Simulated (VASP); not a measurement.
A run of VASP 6.6.1 is set up as follows.

Contents of POSCAR:

```
Ir
1.0
    0.0000000000      1.9228496764      1.9228496764
    1.9228496764      0.0000000000      1.9228496764
    1.9228496764      1.9228496764      0.0000000000
Ir
1
Direct
    0.0000000000      0.0000000000      0.0000000000
```

The input INCAR.step1:

```
  ALGO = Normal
  EDIFF = 1E-5
  ENCUT = 550
  GGA = PE
  GGA_COMPAT = False
  ISMEAR = -1
  LASPH = True
  LCHARG = False
  LREAL = False
  LWAVE = True
  NBANDS = 14
  NELM = 120
  PREC = Accurate
  SIGMA = 0.1
```

INCAR.step2

```
  ALGO = Normal
  EDIFF = 1E-6
  ENCUT = 550
  GGA_COMPAT = False
  ISIF = 2
  ISMEAR = -1
  ISTART = 1
  LASPH = True
  LCHARG = True
  LELF = True
  LMIXTAU = True
  LREAL = False
  LVHAR = True
  LWAVE = False
  METAGGA = R2SCAN
  NBANDS = 14
  NELM = 120
  PREC = Accurate
  SIGMA = 0.1
```

Contents of KPOINTS:

```
k-points
0
Gamma
  9 9 9
```

Potentials or basis: VASP PAW PBE potentials, release 64 (Ir_sv_GW).

Run with:

```sh
$ cat potpaw_PBE.64/Ir_sv_GW/POTCAR > POTCAR
$ cp INCAR.step1 INCAR
$ mpirun -np 1 vasp_std > vasp.out
$ cp INCAR.step2 INCAR
$ mpirun -np 1 vasp_std > vasp.out
```

Problem. Estimate the pressure.

Solution. -2.9 GPa.

Caveat: the PAW data sets were made with another functional, which shifts forces and pressure a little.
